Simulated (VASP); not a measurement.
LiCl, 4 atoms in the cell. Symmetry: Aem2, No. 39, orthorhombic system. The conventional cell has a = 5.153 Å, b = 5.027 Å, c = 5.073 Å, α = 90.00°, β = 90.00°, γ = 90.00°. Within 2.8 Å of Li (site symmetry m) lie 5 Cl at 2.12 to 2.75 Å. Within 2.8 Å of Cl (site symmetry m) lie 5 Li at 2.12 to 2.75 Å. 

- Program: VASP 6.6.1
- Task: single point
- Functional: PBE
- Potentials or basis: VASP PAW PBE potentials, release 64 (Li_sv, Cl)
- Cutoff: 520 eV
- k mesh: 4 × 6 × 6
- Occupations: gaussian, width 0.1 eV
- Spin: no spin polarisation
- Dipole correction: no
- Further INCAR settings: ALGO = Normal; EDIFF = 1e-07; NBANDS = 18

Potentials or basis: VASP PAW PBE potentials, release 64 (Li_sv, Cl).

Launch:

```sh
$ cat potpaw_PBE.64/Li_sv/POTCAR potpaw_PBE.64/Cl/POTCAR > POTCAR
$ mpirun -np 1 vasp_std > vasp.out
```

Hardware: 1 thread of Oxide Virtual Turin-like Processor, on a shared host.

Problem. How long does it take, and how much memory?

Solution. Wall time 43 s on 1 thread of Oxide Virtual Turin-like Processor (shared host), peak memory 0.15 GiB. Counts: scf iterations 15, k points 39.
